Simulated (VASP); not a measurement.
Write the native input for VASP 6.6.1 that does the following.

```
Task                   : electric field gradients
Functional             : LDA
Potentials or basis    : VASP PAW LDA potentials, release 64 (Sn_d, Ir)
Cutoff                 : 520 eV
k mesh                 : 10 × 10 × 10
Occupations            : fermi-dirac, width 0.03 eV
Spin                   : no spin polarisation
Dipole correction      : no
Further INCAR settings : ALGO = Normal; EDIFF = 1e-08; NBANDS = 26
```

The structure of Sn2Ir lies in POSCAR:

```
Sn2Ir
1.0
    0.0000000000      3.1795283165      3.1795283165
    3.1795283165      0.0000000000      3.1795283165
    3.1795283165      3.1795283165      0.0000000000
Sn Ir
2 1
Direct
    0.2500000000      0.2500000000      0.2500000000
    0.7500000000      0.7500000000      0.7500000000
    0.0000000000      0.0000000000      0.0000000000
```

This cell differs from its parent crystal: volume scaled by 1.01.

These files were run (other wordings do the same):

INCAR

```
SYSTEM = Sn2Ir
ALGO = Normal
EDIFF = 1E-8
ENCUT = 520
ISIF = 2
ISMEAR = -1
LASPH = .True.
LCHARG = .False.
LEFG = .True.
LREAL = .False.
LWAVE = .False.
NBANDS = 26
NELM = 80
PREC = Accurate
SIGMA = 0.03
```

KPOINTS

```
k-points
0
Gamma
  10 10 10
  0 0 0
```

Potentials or basis: VASP PAW LDA potentials, release 64 (Sn_d, Ir).

Run with:

```bash
$ cat potpaw_LDA.64/Sn_d/POTCAR potpaw_LDA.64/Ir/POTCAR > POTCAR
$ mpirun -np 1 vasp_std > vasp.out
```

It gave:

The pressure is -3.0 GPa.

Caveat: without QUAD_EFG the Cq values of the log hold for a quadrupole moment of 1 mb, not for the nuclei.

It took 120 s on 1 thread of AMD EPYC 7R43 64-Core Processor (Zen 3), with other jobs on the host, peak memory 0.18 GiB.
